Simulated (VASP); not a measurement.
# ZrB (Fm-3m) in VASP: further runs

ZrB is run at these levels: PBE+D4; tasks: single point.

All numbers are computed with VASP 6.6.1; they aren't measurements. Logs are shortened: lines on timing, memory, paths and dates and some standing lists are left out, and cuts for length are marked.

### Step 1. The cell of the first run

It takes space group Fm-3m (No. 225, cubic). The conventional cell has a = 4.913 Å, b = 4.913 Å, c = 4.913 Å, α = 90.00°, β = 90.00°, γ = 90.00°. Within 3.2 Å of Zr (site symmetry m-3m) lie 6 B at 2.46 Å. B (site symmetry m-3m) has 6 Zr at 2.46 Å within 3.2 Å.

### Step 2. Single point, PBE+D4

INCAR reads:

```
PREC = Accurate
ENCUT = 520
EDIFF = 1E-7
ISMEAR = 1
SIGMA = 0.1
LREAL = False
LASPH = True
NELM = 60
ALGO = Normal
ISIF = 2
LWAVE = False
LCHARG = False
GGA = PE
IVDW = 13
NBANDS = 14
```

KPOINTS reads:

```
Automatic mesh
0
Gamma
  10 10 10
```

POSCAR reads:

```
ZrB
1.0
    0.0000000000      2.4563200000      2.4563200000
    2.4563200000      0.0000000000      2.4563200000
    2.4563200000      2.4563200000      0.0000000000
Zr B
1 1
Direct
    0.5000000000      0.5000000000      0.5000000000
    0.0000000000      0.0000000000      0.0000000000
```

Potentials or basis: VASP PAW PBE potentials, release 64 (Zr_sv, B).

On the command line:

```bash
$ cat potpaw_PBE.64/Zr_sv/POTCAR potpaw_PBE.64/B/POTCAR > POTCAR
$ mpirun -np 1 vasp_std > vasp.out
```

OUTCAR:

```text
PREC = Accurate
   ENCUT = 520
   EDIFF = 1E-7
   ISMEAR = 1
   LREAL = False
   LASPH = True
   NELM = 60
   ISIF = 2
   GGA = PE
   IVDW = 13

 ion  position               nearest neighbor table
   1  0.500  0.500  0.500-   2 2.46   2 2.46   2 2.46   2 2.46   2 2.46   2 2.46
   2  0.000  0.000  0.000-   1 2.46   1 2.46   1 2.46   1 2.46   1 2.46   1 2.46

  LATTYP: Found a face centered cubic cell.
 ALAT       =     4.9126400000

  Lattice vectors:

 A1 = (   0.0000000000,   2.4563200000,   2.4563200000)
 A2 = (   2.4563200000,   0.0000000000,   2.4563200000)
 A3 = (   2.4563200000,   2.4563200000,   0.0000000000)

Analysis of symmetry for initial positions (statically):
=====================================================================
 Subroutine PRICEL returns:
 Original cell was already a primitive cell.

 Routine SETGRP: Setting up the symmetry group for a
 face centered cubic supercell.

 Subroutine GETGRP returns: Found 48 space group operations
 (whereof 48 operations were pure point group operations)
 out of a pool of 48 trial point group operations.

The static configuration has the point symmetry O_h .

Analysis of symmetry for dynamics (positions and initial velocities):
=====================================================================
 Subroutine PRICEL returns:
 Original cell was already a primitive cell.

 Routine SETGRP: Setting up the symmetry group for a
 face centered cubic supercell.

 Subroutine GETGRP returns: Found 48 space group operations
 (whereof 48 operations were pure point group operations)
 out of a pool of 48 trial point group operations.

The dynamic configuration has the point symmetry O_h .

 Subroutine INISYM returns: Found 48 space group operations
 (whereof 48 operations are pure point group operations),
 and found     1 'primitive' translations

----------------------------------------------------------------------------------------

                                     Primitive cell

  volume of cell :      29.6405

  direct lattice vectors                    reciprocal lattice vectors
     0.000000000  2.456320000  2.456320000    -0.203556540  0.203556540  0.203556540
     2.456320000  0.000000000  2.456320000     0.203556540 -0.203556540  0.203556540
     2.456320000  2.456320000  0.000000000     0.203556540  0.203556540 -0.203556540

  length of vectors
     3.473761058  3.473761058  3.473761058     0.352570269  0.352570269  0.352570269

  position of ions in fractional coordinates (direct lattice)
     0.500000000  0.500000000  0.500000000
     0.000000000  0.000000000  0.000000000

  ion indices of the primitive-cell ions
   primitive index   ion index
                 1           1
                 2           2

----------------------------------------------------------------------------------------

 KPOINTS: Automatic mesh

Automatic generation of k-mesh.
 Grid dimensions read from file:
 generate k-points for:   10   10   10

 Generating k-lattice:

  Cartesian coordinates                     Fractional coordinates (reciprocal lattice)
    -0.020355654  0.020355654  0.020355654     0.100000000  0.000000000  0.000000000
     0.020355654 -0.020355654  0.020355654     0.000000000  0.100000000  0.000000000
     0.020355654  0.020355654 -0.020355654     0.000000000  0.000000000  0.100000000

  Length of vectors
     0.035257027  0.035257027  0.035257027

  Shift w.r.t. Gamma in fractional coordinates (k-lattice)
     0.000000000  0.000000000  0.000000000

 Subroutine IBZKPT returns following result:
 ===========================================

 Found     47 irreducible k-points:

 Following reciprocal coordinates:
            Coordinates               Weight
  0.000000  0.000000  0.000000      1.000000
  0.100000  0.000000  0.000000      8.000000
  0.200000  0.000000  0.000000      8.000000
  0.300000  0.000000  0.000000      8.000000
  0.400000  0.000000  0.000000      8.000000
  0.500000  0.000000  0.000000      4.000000
[... 16 lines left out ...]
  0.300000  0.300000  0.000000      6.000000
  0.400000  0.300000  0.000000     24.000000
 [... further k-points ...]
   k-points           NKPTS =     47   k-points in BZ     NKDIM =     47   number of bands    NBANDS=     14
   number of dos      NEDOS =    301   number of ions     NIONS =      2
   total plane-waves  NPLWV =  21952
   dimension x,y,z NGX =    28 NGY =   28 NGZ =   28
   dimension x,y,z NGXF=    56 NGYF=   56 NGZF=   56
   ions per type =               1   1
   NGX,Y,Z   is equivalent  to a cutoff of  13.40, 13.40, 13.40 a.u.
   NGXF,Y,Z  is equivalent  to a cutoff of  26.80, 26.80, 26.80 a.u.
 SYSTEM =  unknown system
   PREC   = accura    normal or accurate (medium, high low for compatibility)
   ISTART =      0    job   : 0-new  1-cont  2-samecut
   ICHARG =      2    charge: 1-file 2-atom 10-const
   ISPIN  =      1    spin polarized calculation?
   LNONCOLLINEAR =      F non collinear calculations
   LSORBIT =      F    spin-orbit coupling
   LASPH  =      T    aspherical Exc in radial PAW
   ENCUT  =  520.0 eV  38.22 Ry    6.18 a.u.   6.46  6.46  6.46*2*pi/ulx,y,z
   NELM   =     60;   NELMIN=  2; NELMDL= -5     # of ELM steps
   EDIFF  = 0.1E-06   stopping-criterion for ELM
   LREAL  =      F    real-space projection
   EDIFFG = 0.1E-05   stopping-criterion for IOM
   NSW    =      0    number of steps for IOM
   IBRION =     -1    ionic relax: 0-MD 1-quasi-New 2-CG
   NFREE  =      0    steps in history (QN), initial steepest desc. (CG)
   ISIF   =      2    stress and relaxation
   ISYM   =      2    0-nonsym 1-usesym 2-fastsym
   POTIM  = 0.5000    time-step for ionic-motion
   TEBEG  =    0.0;   TEEND  =   0.0 temperature during run
   PSTRESS=    0.0 pullay stress
   NELECT =      15.0000    total number of electrons
   NUPDOWN=      -1.0000    fix difference up-down
   EMIN   =  10.00;   EMAX   =-10.00  energy-range for DOS
   EFERMI =   0.00;   METHOD = LEGACY
   ISMEAR =     1;   SIGMA  =   0.10  broadening in eV -4-tet -1-fermi 0-gaus
   EFERMI_NEDOS =   21; number of points for ismear=-14 and -15
   IALGO  =     38    algorithm
   IMIX   =      4    mixing-type and parameters
     AMIX     =   0.40;   BMIX     =  1.00
     AMIX_MAG =   1.60;   BMIX_MAG =  1.00
  volume/ion in A,a.u.               =      14.82       100.01
  Fermi-wavevector in a.u.,A,eV,Ry     =   1.304599  2.465334 23.156817  1.701978
  Thomas-Fermi vector in A             =   2.435524
   LORBIT       =      0    0 simple, 1 ext, 2 COOP (PROOUT), +10 PAW based schemes
   GGA     = PE    functional components
   LHFCALC =     F    Hartree Fock is set to
   AEXX    =    0.0000 exact exchange contribution
   IVDW    =    13    specifies the selected vdW correction
   LEPSILON=     F    determine dielectric tensor
   LRPA    =     F    only Hartree local field effects (RPA)
 non-spin polarized calculation
 Methfessel and Paxton  Order N= 1 SIGMA  =   0.10
  energy-cutoff  :      520.00
  volume of cell :       29.64
 maximum number of plane-waves:       821
 NGX is ok and might be reduce to    28
   NGX = 13   NGY = 13   NGZ = 13

 number of electron      15.0000000 magnetization

 Free energy of the ion-electron system (eV)
  ---------------------------------------------------
  ext. energy  EPLUGINS =         0.00000000
  ---------------------------------------------------
  free energy    TOTEN  =       -15.99860424 eV

  energy without entropy =      -15.99766842  energy(sigma->0) =      -15.99829230

 E-fermi :   7.3921     XC(G=0): -11.4512

 val. band max:        7.3582287189   @ k =   0.5000   0.3000   0.1000
 cond. band min:       7.3933527289   @ k =  -0.2000   0.1000   0.0000
 fundamental gap:      0.0351240100
 Fermi energy:         7.3920941166

 k-point     1 :       0.0000    0.0000    0.0000
  band No.  band energies     occupation
      1     -40.1004      2.00000
      2     -17.9282      2.00000
      3     -17.9282      2.00000
      4     -17.9282      2.00000
      5      -0.6251      2.00000
      6       9.1436     -0.00000
      7       9.1436     -0.00000
      8       9.1436     -0.00000
      9      10.5252      0.00000
     10      10.5252      0.00000
     11      10.8130      0.00000
     12      10.8130      0.00000
     13      10.8130      0.00000
     14      18.3220      0.00000

 k-point     2 :       0.1000    0.0000    0.0000
  band No.  band energies     occupation
      1     -40.0951      2.00000
      2     -17.9811      2.00000
      3     -17.9336      2.00000
      4     -17.9336      2.00000
      5      -0.4052      2.00000
      6       8.4666     -0.00000
      7       8.8650     -0.00000
      8       8.8650     -0.00000
      9       9.6853      0.00000
     10       9.6853      0.00000
     11      11.0926      0.00000
     12      12.3706      0.00000
     13      12.3706      0.00000
     14      18.5763      0.00000

 k-point     3 :       0.2000    0.0000    0.0000
  band No.  band energies     occupation
      1     -40.0810      2.00000
      2     -18.1169      2.00000
      3     -17.9476      2.00000
      4     -17.9476      2.00000
      5       0.2154      2.00000
      6       7.2079      2.02577
      7       7.8138     -0.00000
      8       7.8138     -0.00000
      9      10.1092      0.00000
     10      10.1092      0.00000
     11      11.4540      0.00000
     12      14.2564      0.00000
     13      14.2564      0.00000
     14      18.9587      0.00000

 k-point     4 :       0.3000    0.0000    0.0000
  band No.  band energies     occupation
      1     -40.0636      2.00000
      2     -18.2799      2.00000
      3     -17.9649      2.00000
      4     -17.9649      2.00000
      5       1.1345      2.00000
      6       5.8908      2.00000
      7       6.9586      2.00000
      8       6.9586      2.00000
      9      10.9222      0.00000
     10      10.9222      0.00000
     11      11.9103      0.00000
     12      16.1634      0.00000
     13      16.1634      0.00000
     14      17.9374      0.00000

 k-point     5 :       0.4000    0.0000    0.0000
  band No.  band energies     occupation
      1     -40.0495      2.00000
      2     -18.4083      2.00000
      3     -17.9788      2.00000
      4     -17.9788      2.00000
      5       2.2215      2.00000
      6       4.6358      2.00000
      7       6.4314      2.00000
      8       6.4314      2.00000
      9      11.7795      0.00000
     10      11.7795      0.00000
     11      12.6752      0.00000
[... 276 lines left out ...]
 k-point    22 :      -0.2000    0.2000    0.0000
  band No.  band energies     occupation
      1     -40.0575      2.00000
      2     -18.2505      2.00000
      3     -18.0705      2.00000
      4     -17.9593      2.00000
      5       1.3619      2.00000
      6       5.7624      2.00000
      7       6.8195      2.00000
      8       6.8465      2.00000
      9      10.3582      0.00000
     10      12.0664      0.00000
     11      12.7880      0.00000
     12      13.8697      0.00000
     13      17.6487      0.00000
     14      18.2056      0.00000

 k-point    23 :       0.3000    0.3000    0.0000
  band No.  band energies     occupation
      1     -40.0513      2.00000
      2     -18.2483      2.00000
      3     -18.0502      2.00000
      4     -18.0502      2.00000
      5       1.1486      2.00000
      6       5.6846      2.00000
      7       7.3192      1.93919
      8       8.8116     -0.00000
      9       8.8116     -0.00000
     10      11.3823      0.00000
     11      13.3810      0.00000
     12      13.3810      0.00000
     13      16.4035      0.00000
     14      20.4159      0.00000

 k-point    24 :       0.4000    0.3000    0.0000
  band No.  band energies     occupation
      1     -40.0400      2.00000
      2     -18.3169      2.00000
      3     -18.0861      2.00000
      4     -18.0699      2.00000
      5       1.4455      2.00000
      6       5.6912      2.00000
      7       6.8643      2.00000
      8       8.5052     -0.00000
      9       9.2136     -0.00000
     10      12.0643      0.00000
     11      13.3781      0.00000
     12      13.6179      0.00000
     13      16.9463      0.00000
     14      19.1276      0.00000

 [... further k-points ...]

------------------------ aborting loop because EDIFF is reached ----------------------------------------

  DFT-D4 for vdW energy calculation

  Edisp (eV):   -0.52922

  FORCE on cell =-STRESS in cart. coord.  units (eV):
  Direction    XX          YY          ZZ          XY          YZ          ZX
  --------------------------------------------------------------------------------------
  -------------------------------------------------------------------------------------
  Total      -0.75554    -0.75554    -0.75554    -0.00000    -0.00000    -0.00000
  in kB     -40.83983   -40.83983   -40.83983    -0.00000    -0.00000    -0.00000
  external pressure =      -40.84 kB  Pullay stress =        0.00 kB

 VOLUME and BASIS-vectors are now :
 -----------------------------------------------------------------------------
  energy-cutoff  :      520.00
  volume of cell :       29.64
      direct lattice vectors                 reciprocal lattice vectors
     0.000000000  2.456320000  2.456320000    -0.203556540  0.203556540  0.203556540
     2.456320000  0.000000000  2.456320000     0.203556540 -0.203556540  0.203556540
     2.456320000  2.456320000  0.000000000     0.203556540  0.203556540 -0.203556540

 POSITION                                       TOTAL-FORCE (eV/Angst)
 -----------------------------------------------------------------------------------
      2.45632      2.45632      2.45632        -0.000000     -0.000000      0.000000
      0.00000      0.00000      0.00000         0.000000      0.000000     -0.000000
 -----------------------------------------------------------------------------------
    total drift:                                0.000000      0.000000      0.000000

  FREE ENERGIE OF THE ION-ELECTRON SYSTEM (eV)
  ---------------------------------------------------
  free  energy   TOTEN  =       -16.5278232662 eV

  energy  without entropy=      -16.5268874397  energy(sigma->0) =      -16.52751132
```

Wall time 37 s (1 thread of Intel Xeon 8259CL, shared host); peak memory 0.17 GiB.

What came out:

```yaml
Free_energy: -16.5278 eV
Pressure: -4.1 GPa
Dispersion_energy_per_atom: -0.265 eV
```

Levels at points of the mesh, in eV from the Fermi level:
| k point | band 5 | band 6 | band 7 | band 8 | band 9 | band 10 | band 11 | band 12 |
| --- | --- | --- | --- | --- | --- | --- | --- | --- |
| (0.00, 0.00, 0.00) | -8.02 | 1.75 | 1.75 | 1.75 | 3.13 | 3.13 | 3.42 | 3.42 |
| (0.50, 0.00, 0.00) | -4.19 | -3.78 | -1.14 | -1.14 | 4.79 | 4.79 | 6.05 | 7.48 |
| (0.50, 0.50, 0.00) | -6.08 | -0.79 | -0.75 | 2.04 | 2.04 | 4.53 | 5.70 | 5.70 |

Caveat: pairwise dispersion overbinds metals, which lowers pressure and volume.

[end of part 1 of 2]
